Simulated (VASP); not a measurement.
Runs of VASP 6.6.1 on TaN. The structure is that of space group Fm-3m (No. 225), or close to it. The cells are those of the table. 

| task | level | U | cell | k mesh | cutoff (eV) | grid for exact exchange (PRECFOCK) | share of exact exchange | gap on the mesh (eV) | pressure (GPa) |
| --- | --- | --- | --- | --- | --- | --- | --- | --- | --- |
| single point | r2SCAN+D3(BJ) | - | a = 3.103 Å, angles 60.0°, 2 atoms | 10 × 10 × 10 | 520 | - | - | none | (a) |
| single point | r2SCAN+U | Ta d U = 2.0 eV | a = 3.114 Å, angles 60.0°, 2 atoms | 10 × 10 × 10 | 520 | - | - | none | 6.0 |
| single point | PBE0 | - | a = 3.095 Å, angles 60.0°, 2 atoms | 5 × 5 × 5 | 520 | Normal | 0.25 | none | -0.5 |
| single point | r2SCAN | - | a = 3.108 Å, angles 60.0°, 2 atoms | 10 × 10 × 10 | 520 | - | - | none | 1.9 |
| single point | r2SCAN+U | Ta d U = 1.0 eV | a = 3.111 Å, angles 60.0°, 2 atoms | 10 × 10 × 10 | 520 | - | - | none | (b) |
| single point | r2SCAN+U | Ta d U = 3.0 eV | a = 3.117 Å, angles 60.0°, 2 atoms | 10 × 10 × 10 | 520 | - | - | none | 8.1 |
| single point | r2SCAN+U | Ta d U = 4.0 eV | a = 3.120 Å, angles 60.0°, 2 atoms | 10 × 10 × 10 | 520 | - | - | none | 10.1 |
| relaxation of cell and atoms | r2SCAN+U | Ta d U = 8.0 eV | relaxed from a = 3.082 Å, angles 60.0°, 2 atoms | 10 × 10 × 10 | 600 | - | - | none | 0.1 |

Alike in all rows: potentials or basis VASP PAW PBE potentials, release 64 (Ta_pv, N); no spin polarisation; smearing fermi-dirac 0.05 eV.

Problem. Fill in the values left out.

Solution. (a) 0.4; (b) 4.0.

Caveats: some runs use coarse meshes; the PAW data sets were made with another functional, which shifts forces and pressure a little; spin-orbit coupling is left out, which moves the levels of the heavy elements; U without spin polarisation on a metal has little footing (at least some runs); the cell stands under pressure (at least some runs); three body term missing (at least some runs).

A k mesh can miss the band edges, and the runs leave out spin-orbit coupling on Ta.

A gap of «none» marks levels without a gap at the run's occupations.
